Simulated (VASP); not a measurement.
# TiTe2 (P-3m1) in VASP: notebook

Runs on TiTe2. Level: r2SCAN+D3(BJ). Tasks: single point.

All numbers are computed with VASP 6.6.1; they aren't measurements. Logs are shortened: lines on timing, memory, paths and dates and some standing lists are left out, and cuts for length are marked.

**1. The cell of the first run**

Symmetry: P-3m1, No. 164, trigonal system. The conventional cell has a = 3.793 Å, b = 3.793 Å, c = 6.544 Å, α = 90.00°, β = 90.00°, γ = 120.00°. Within 3.6 Å of Ti (site symmetry -3m) lie 6 Te at 2.76 Å. Within 3.6 Å of Te (site symmetry 3m) lie 3 Ti at 2.76 Å.

**2. Single point, r2SCAN+D3(BJ)**

POSCAR reads:

```
TiTe2
1.0
    3.7931805216      0.0000000000      0.0000000000
   -1.8965902608      3.2849906928      0.0000000000
    0.0000000000      0.0000000000      6.5436458709
Ti Te
1 2
Direct
    0.0000000000      0.0000000000      0.0000000000
    0.3333333333      0.6666666667      0.2573990701
    0.6666666667      0.3333333333      0.7426009299
```

INCAR.step1 reads:

```
SYSTEM = TiTe2
ALGO = Normal
EDIFF = 1E-4
ENCUT = 520
GGA = PE
ISMEAR = 0
LASPH = .True.
LCHARG = .False.
LREAL = .False.
LWAVE = .True.
NBANDS = 19
NELM = 100
PREC = Accurate
SIGMA = 0.05
```

INCAR.step2 reads:

```
SYSTEM = TiTe2
ALGO = Normal
EDIFF = 1E-6
ENCUT = 520
ISIF = 2
ISMEAR = 0
ISTART = 1
IVDW = 12
LASPH = .True.
LCHARG = .False.
LMIXTAU = .True.
LREAL = .False.
LWAVE = .False.
METAGGA = R2SCAN
NBANDS = 19
NELM = 100
PREC = Accurate
SIGMA = 0.05
VDW_A1 = 0.49484001
VDW_A2 = 5.73083694
VDW_S6 = 1.0
VDW_S8 = 0.78981345
```

KPOINTS reads:

```
k-points
0
Gamma
  8 8 4
  0 0 0
```

Potentials or basis: VASP PAW PBE potentials, release 64 (Ti_sv, Te).

Launch:

```
$ cat potpaw_PBE.64/Ti_sv/POTCAR potpaw_PBE.64/Te/POTCAR > POTCAR
$ cp INCAR.step1 INCAR
$ mpirun -np 1 vasp_std > vasp.out
$ cp INCAR.step2 INCAR
$ mpirun -np 1 vasp_std > vasp.out
```

OUTCAR:

```text
SYSTEM = TiTe2
   EDIFF = 1E-6
   ENCUT = 520
   ISIF = 2
   ISMEAR = 0
   ISTART = 1
   IVDW = 12
   LASPH = .True.
   LREAL = .False.
   METAGGA = R2SCAN
   NELM = 100
   PREC = Accurate
 IVDW          = 12

 ion  position               nearest neighbor table
   1  0.000  0.000  0.000-   2 2.76   3 2.76   2 2.76   3 2.76   3 2.76   2 2.76
   2  0.333  0.667  0.257-   1 2.76   1 2.76   1 2.76
   3  0.667  0.333  0.743-   1 2.76   1 2.76   1 2.76

  LATTYP: Found a hexagonal cell.
 ALAT       =     3.7931805216
 C/A-ratio  =     1.7251079493

  Lattice vectors:

 A1 = (   3.7931805216,   0.0000000000,   0.0000000000)
 A2 = (  -1.8965902608,   3.2849906928,   0.0000000000)
 A3 = (   0.0000000000,   0.0000000000,   6.5436458709)

Analysis of symmetry for initial positions (statically):
=====================================================================
 Subroutine PRICEL returns:
 Original cell was already a primitive cell.

 Routine SETGRP: Setting up the symmetry group for a
 hexagonal supercell.

 Subroutine GETGRP returns: Found 12 space group operations
 (whereof 12 operations were pure point group operations)
 out of a pool of 24 trial point group operations.

The static configuration has the point symmetry D_3d.

Analysis of symmetry for dynamics (positions and initial velocities):
=====================================================================
 Subroutine PRICEL returns:
 Original cell was already a primitive cell.

 Routine SETGRP: Setting up the symmetry group for a
 hexagonal supercell.

 Subroutine GETGRP returns: Found 12 space group operations
 (whereof 12 operations were pure point group operations)
 out of a pool of 24 trial point group operations.

The dynamic configuration has the point symmetry D_3d.

 Subroutine INISYM returns: Found 12 space group operations
 (whereof 12 operations are pure point group operations),
 and found     1 'primitive' translations

----------------------------------------------------------------------------------------

                                     Primitive cell

  volume of cell :      81.5375

  direct lattice vectors                    reciprocal lattice vectors
     3.793180522  0.000000000  0.000000000     0.263631007  0.152207433  0.000000000
[... 83 lines left out ...]
   LNONCOLLINEAR =      F non collinear calculations
   LSORBIT =      F    spin-orbit coupling
   LASPH  =      T    aspherical Exc in radial PAW
   ENCUT  =  520.0 eV  38.22 Ry    6.18 a.u.   7.05  7.05 12.17*2*pi/ulx,y,z
   NELM   =    100;   NELMIN=  2; NELMDL=  0     # of ELM steps
   EDIFF  = 0.1E-05   stopping-criterion for ELM
   LREAL  =      F    real-space projection
   EDIFFG = 0.1E-04   stopping-criterion for IOM
   NSW    =      0    number of steps for IOM
   IBRION =     -1    ionic relax: 0-MD 1-quasi-New 2-CG
   NFREE  =      0    steps in history (QN), initial steepest desc. (CG)
   ISIF   =      2    stress and relaxation
   ISYM   =      2    0-nonsym 1-usesym 2-fastsym
   POTIM  = 0.5000    time-step for ionic-motion
   TEBEG  =    0.0;   TEEND  =   0.0 temperature during run
   PSTRESS=    0.0 pullay stress
   NELECT =      24.0000    total number of electrons
   NUPDOWN=      -1.0000    fix difference up-down
   EMIN   =  10.00;   EMAX   =-10.00  energy-range for DOS
   EFERMI =   0.00;   METHOD = LEGACY
   ISMEAR =     0;   SIGMA  =   0.05  broadening in eV -4-tet -1-fermi 0-gaus
   EFERMI_NEDOS =   21; number of points for ismear=-14 and -15
   IALGO  =     38    algorithm
   IMIX   =      4    mixing-type and parameters
     AMIX     =   0.40;   BMIX     =  1.00
     AMIX_MAG =   1.60;   BMIX_MAG =  1.00
  volume/ion in A,a.u.               =      27.18       183.41
  Fermi-wavevector in a.u.,A,eV,Ry     =   1.088996  2.057903 16.135302  1.185911
  Thomas-Fermi vector in A             =   2.225189
   LORBIT       =      0    0 simple, 1 ext, 2 COOP (PROOUT), +10 PAW based schemes
   METAGGA = R2SCAN    functional components
   LHFCALC =     F    Hartree Fock is set to
   AEXX    =    0.0000 exact exchange contribution
   IVDW    =    12    specifies the selected vdW correction
   LEPSILON=     F    determine dielectric tensor
   LRPA    =     F    only Hartree local field effects (RPA)
 non-spin polarized calculation
 Gauss-broadening in eV      SIGMA  =   0.05
  energy-cutoff  :      520.00
  volume of cell :       81.54
 maximum number of plane-waves:      2216
   NGX = 15   NGY = 15   NGZ = 25

 number of electron      23.9999992 magnetization

 Free energy of the ion-electron system (eV)
  ---------------------------------------------------
  ext. energy  EPLUGINS =         0.00000000
  ---------------------------------------------------
  free energy    TOTEN  =       -66.28158323 eV

  energy without entropy =      -66.28004539  energy(sigma->0) =      -66.28081431

 E-fermi :   6.6254     XC(G=0): -10.2475

 val. band max:        6.6183924818   @ k =   0.3750   0.0000   0.5000
 cond. band min:       6.6276088897   @ k =   0.5000   0.0000   0.2500
 fundamental gap:      0.0092164079
 Fermi energy:         6.6254371492

 k-point     1 :       0.0000    0.0000    0.0000
  band No.  band energies     occupation
      1     -53.4305      2.00000
      2     -28.6402      2.00000
      3     -28.6402      2.00000
      4     -28.6041      2.00000
      5      -6.3207      2.00000
      6      -4.7806      2.00000
[... 505 lines left out ...]
      6      -4.2520      2.00000
[... 11 lines left out ...]
     18      12.2119      0.00000
     19      13.0601      0.00000

 [... further k-points ...]

------------------------ aborting loop because EDIFF is reached ----------------------------------------

 Edisp (eV)   -0.67703

 E8    (eV) :    -0.2469

  FORCE on cell =-STRESS in cart. coord.  units (eV):
  Direction    XX          YY          ZZ          XY          YZ          ZX
  --------------------------------------------------------------------------------------
  -------------------------------------------------------------------------------------
  Total      -0.08523    -0.08523    -0.10716     0.00000    -0.00000     0.00000
  in kB      -1.67465    -1.67465    -2.10571     0.00000    -0.00000     0.00000
  external pressure =       -1.82 kB  Pullay stress =        0.00 kB

 VOLUME and BASIS-vectors are now :
 -----------------------------------------------------------------------------
  energy-cutoff  :      520.00
  volume of cell :       81.54
      direct lattice vectors                 reciprocal lattice vectors
     3.793180522  0.000000000  0.000000000     0.263631007  0.152207433  0.000000000
    -1.896590261  3.284990693  0.000000000     0.000000000  0.304414866  0.000000000
     0.000000000  0.000000000  6.543645871     0.000000000  0.000000000  0.152820006

 POSITION                                       TOTAL-FORCE (eV/Angst)
 -----------------------------------------------------------------------------------
      0.00000      0.00000      0.00000         0.000000      0.000000      0.000000
     -0.00000      2.18999      1.68433         0.000000     -0.000000      0.017298
      1.89659      1.09500      4.85932        -0.000000      0.000000     -0.017298
 -----------------------------------------------------------------------------------
    total drift:                               -0.000000      0.000000      0.000000

  FREE ENERGIE OF THE ION-ELECTRON SYSTEM (eV)
  ---------------------------------------------------
  free  energy   TOTEN  =       -66.9586132527 eV

  energy  without entropy=      -66.9570754135  energy(sigma->0) =      -66.95784433
```

OUTCAR.step1:

```text
SYSTEM = TiTe2
   EDIFF = 1E-4
   ENCUT = 520
   GGA = PE
   ISMEAR = 0
[... 754 lines left out ...]
      0.00000      0.00000      0.00000         0.000000      0.000000     -0.000000
     -0.00000      2.18999      1.68433        -0.000000      0.000000      0.191769
      1.89659      1.09500      4.85932         0.000000     -0.000000     -0.191769
 -----------------------------------------------------------------------------------
    total drift:                               -0.000000      0.000000      0.000000

  FREE ENERGIE OF THE ION-ELECTRON SYSTEM (eV)
  ---------------------------------------------------
  free  energy   TOTEN  =       -16.2116227923 eV

  energy  without entropy=      -16.2097794562  energy(sigma->0) =      -16.21070112
```

OSZICAR.step1:

```text
N       E                     dE             d eps       ncg     rms          rms(c)
DAV:   1     0.181628363249E+03    0.18163E+03   -0.10724E+04  1330   0.117E+03
DAV:   2    -0.154801245045E+01   -0.18318E+03   -0.17806E+03  1405   0.297E+02
DAV:   3    -0.178748550838E+02   -0.16327E+02   -0.15876E+02  2013   0.841E+01
DAV:   4    -0.184650269058E+02   -0.59017E+00   -0.58758E+00  1756   0.148E+01
DAV:   5    -0.184836894499E+02   -0.18663E-01   -0.18656E-01  1860   0.259E+00    0.120E+01
DAV:   6    -0.186063939128E+02   -0.12270E+00   -0.38129E+01  1450   0.378E+01    0.147E+01
DAV:   7    -0.164786247370E+02    0.21278E+01   -0.33314E+01  1654   0.326E+01    0.556E+00
DAV:   8    -0.162130936273E+02    0.26553E+00   -0.14538E+00  1569   0.823E+00    0.177E+00
DAV:   9    -0.162388192907E+02   -0.25726E-01   -0.33402E-01  1788   0.358E+00    0.174E+00
DAV:  10    -0.162164704454E+02    0.22349E-01   -0.35684E-01  1602   0.400E+00    0.833E-01
DAV:  11    -0.162116382742E+02    0.48322E-02   -0.35914E-02  1556   0.136E+00    0.360E-01
DAV:  12    -0.162119004999E+02   -0.26223E-03   -0.27818E-03  1587   0.387E-01    0.266E-01
DAV:  13    -0.162116279426E+02    0.27256E-03   -0.92356E-04  1306   0.216E-01    0.687E-02
DAV:  14    -0.162116227923E+02    0.51503E-05   -0.45684E-05   872   0.476E-02
   1 F= -.16211623E+02 E0= -.16210701E+02  d E =-.184334E-02
```

It took 2.6 min on 1 thread of Intel Xeon Platinum 8375C at 2.90GHz (Ice Lake), shared host; peak memory 0.23 GiB.

Results:

* Free energy: -66.9586 eV
* Pressure: -0.2 GPa
* Largest force: 0.017 eV/Å
* Band gap on the k mesh: zero (band 12 reaches 7.00 eV, above the bottom of band 13 at 6.44 eV)
* Dispersion energy per atom: -0.226 eV

Forces in eV/Å, atoms in the order of the input:
```
Ti   0.000  0.000  0.000
Te   0.000  0.000  0.017
Te   0.000  0.000 -0.017
```

Levels at points of the mesh, in eV from the Fermi level:
```tsv
k point	band 9	band 10	band 11	band 12	band 13	band 14	band 15	band 16
(0.00, 0.00, 0.00)	-2.02	0.35	0.38	0.38	0.49	0.89	0.89	3.14
(0.50, 0.00, 0.00)	-2.88	-2.59	-2.09	-1.36	0.08	1.17	1.56	2.50
(0.00, 0.00, 0.50)	-1.96	-1.96	0.37	0.37	0.62	0.62	1.14	3.52
(0.50, 0.00, 0.50)	-2.64	-2.32	-1.23	-0.91	-0.19	1.16	1.53	2.68
```

Caveat: three body term missing; the PAW data sets were made with another functional, which shifts forces and pressure a little; spin-orbit coupling is left out, which moves the levels of the heavy elements.

**3. Single point, r2SCAN+D3(BJ)**

POSCAR reads:

```
TiTe2
1.0
    3.7986136001      0.0000000000      0.0000000000
   -1.8993068001      3.2896958769      0.0000000000
    0.0000000000      0.0000000000      6.5249407744
Ti Te
1 2
Direct
    0.0000000000      0.0000000000      0.0000000000
    0.3333333333      0.6666666667      0.2591891006
    0.6666666667      0.3333333333      0.7408108994
```

INCAR.step1 reads:

```
SYSTEM = TiTe2
PREC = Accurate
ENCUT = 520
ISMEAR = 0
SIGMA = 0.05
LREAL = .FALSE.
LASPH = .TRUE.
NELM = 60
NBANDS = 19
GGA = PE
ALGO = Normal
EDIFF = 1E-4
LWAVE = .TRUE.
LCHARG = .FALSE.
```

INCAR.step2 reads:

```
SYSTEM = TiTe2
PREC = Accurate
ENCUT = 520
EDIFF = 1E-7
ISMEAR = 0
SIGMA = 0.05
LREAL = .FALSE.
LASPH = .TRUE.
NELM = 60
ALGO = Normal
ISIF = 2
LWAVE = .FALSE.
LCHARG = .FALSE.
METAGGA = R2SCAN
LMIXTAU = .TRUE.
IVDW = 12
VDW_S6 = 1.0
VDW_S8 = 0.78981345
VDW_A1 = 0.49484001
VDW_A2 = 5.73083694
NBANDS = 19
ISTART = 1
```

KPOINTS reads:

```
regular mesh
0
G
  8 8 4
  0 0 0
```

Potentials or basis: VASP PAW PBE potentials, release 64 (Ti_sv, Te).

Launch:

```
$ cat potpaw_PBE.64/Ti_sv/POTCAR potpaw_PBE.64/Te/POTCAR > POTCAR
$ cp INCAR.step1 INCAR
$ mpirun -np 1 vasp_std > vasp.out
$ cp INCAR.step2 INCAR
$ mpirun -np 1 vasp_std > vasp.out
```

It took 2.3 min on 1 thread of Intel Xeon Platinum 8375C at 2.90GHz (Ice Lake), shared host; peak memory 0.23 GiB.

The run converged. Its results:

- Free energy: -66.9579 eV
- Pressure: -0.6 GPa
- Largest force: 0.084 eV/Å
- Band gap on the k mesh: zero (band 12 reaches 7.02 eV, above the bottom of band 13 at 6.44 eV)
- Dispersion energy per atom: -0.226 eV

Forces in eV/Å, atoms in the order of the input:
```
Ti   0.000  0.000  0.000
Te   0.000  0.000 -0.084
Te   0.000  0.000  0.084
```

Stress tensor (GPa, compression positive):
```
-0.55  0.00  0.00
 0.00 -0.55  0.00
 0.00  0.00 -0.64
```

Levels at points of the mesh, in eV from the Fermi level:
| k point | band 9 | band 10 | band 11 | band 12 | band 13 | band 14 | band 15 | band 16 |
| --- | --- | --- | --- | --- | --- | --- | --- | --- |
| (0.00, 0.00, 0.00) | -2.01 | 0.38 | 0.38 | 0.39 | 0.48 | 0.88 | 0.88 | 3.09 |
| (0.50, 0.00, 0.00) | -2.90 | -2.59 | -2.07 | -1.37 | 0.07 | 1.16 | 1.55 | 2.47 |
| (0.00, 0.00, 0.50) | -1.94 | -1.94 | 0.37 | 0.37 | 0.59 | 0.59 | 1.13 | 3.49 |
| (0.50, 0.00, 0.50) | -2.63 | -2.32 | -1.20 | -0.90 | -0.19 | 1.16 | 1.52 | 2.63 |

Caveat: three body term missing; the PAW data sets were made with another functional, which shifts forces and pressure a little; spin-orbit coupling is left out, which moves the levels of the heavy elements.
